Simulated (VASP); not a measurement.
A run of VASP 6.6.1:

Contents of INCAR:

```
PREC = Accurate ; ENCUT = 520
EDIFF = 1E-6 ; ISMEAR = 0
SIGMA = 0.1 ; LREAL = False
LASPH = True ; NELM = 150
ALGO = Normal ; ISIF = 2
LWAVE = False ; LCHARG = False
ISPIN = 2 ; MAGMOM = 1.2 1.2 1.2 1.2 0 0 0 0
LORBIT = 11 ; LMAXMIX = 4
GGA = PS ; NBANDS = 58
```

The input KPOINTS:

```
regular mesh
0
Gamma
  8 8 8
```

POSCAR

```
FeGe
1.0
    4.6866150542      0.0000000000      0.0000000000
    0.0000000000      4.6866150542      0.0000000000
    0.0000000000      0.0000000000      4.6866150542
Fe Ge
4 4
Direct
    0.1324732552      0.1324732552      0.1324732552
    0.3675267448      0.8675267448      0.6324732552
    0.6324732552      0.3675267448      0.8675267448
    0.8675267448      0.6324732552      0.3675267448
    0.8408400822      0.8408400822      0.8408400822
    0.6591599178      0.1591599178      0.3408400822
    0.3408400822      0.6591599178      0.1591599178
    0.1591599178      0.3408400822      0.6591599178
```

Potentials or basis: VASP PAW PBE potentials, release 64 (Fe, Ge_d).

Launch:

```sh
$ cat potpaw_PBE.64/Fe/POTCAR potpaw_PBE.64/Ge_d/POTCAR > POTCAR
$ mpirun -np 1 vasp_std > vasp.out
```

Hardware: 1 thread of AMD EPYC 9R45 96-Core Processor (Zen 5) (shared host).

Question: How long does it take, and how much memory?

Answer: It took 5.1 min on 1 thread of AMD EPYC 9R45 96-Core Processor (Zen 5), with other jobs on the host, peak memory 0.46 GiB. Counts: scf iterations 15, k points 45.
